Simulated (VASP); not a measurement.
Here is a VASP 6.6.1 calculation.

File INCAR:

```
ALGO = Normal
EDIFF = 1E-6
EDIFFG = -0.04
ENCUT = 600
GGA = PE
IBRION = 2
ISIF = 3
ISMEAR = 0
LASPH = T
LCHARG = F
LREAL = F
LWAVE = F
NELM = 80
NSW = 90
PREC = Accurate
SIGMA = 0.1
```

The input KPOINTS:

```
k-points
0
Gamma
  4 4 4
```

Contents of POSCAR:

```
CaGa2O2
1.0
    3.3528071300     -3.3528071300      0.0000000000
    3.3528071300      3.3528071300      0.0000000000
    0.0000000000      0.0000000000      4.7415853100
Ca Ga O
1 2 2
Direct
    0.5000000000      0.5000000000      0.5000000000
    0.5000000000      0.0000000000      0.0000000000
    0.0000000000      0.5000000000      0.0000000000
    0.7500000000      0.7500000000      0.7500000000
    0.2500000000      0.2500000000      0.2500000000
```

Potentials or basis: VASP PAW PBE potentials, release 64 (Ca_sv, Ga_d, O).

Command:

```sh
$ cat potpaw_PBE.64/Ca_sv/POTCAR potpaw_PBE.64/Ga_d/POTCAR potpaw_PBE.64/O/POTCAR > POTCAR
$ mpirun -np 1 vasp_std > vasp.out
```

Problem. What does it give for the band gap on the k mesh?

Solution. Zero (band 24 reaches 2.23 eV, above the bottom of band 25 at 2.12 eV).

Problem. Predict the relaxed cell.

Solution. a = 5.351 Å, b = 5.351 Å, c = 3.528 Å, α = 89.73°, β = 89.73°, γ = 98.24°.

Forces on the atoms (eV/Å):
```
Ca   0.000  0.000  0.000
Ga   0.000  0.000  0.000
Ga   0.000  0.000  0.000
O   -0.021  0.000  0.007
O    0.021  0.000 -0.007
```
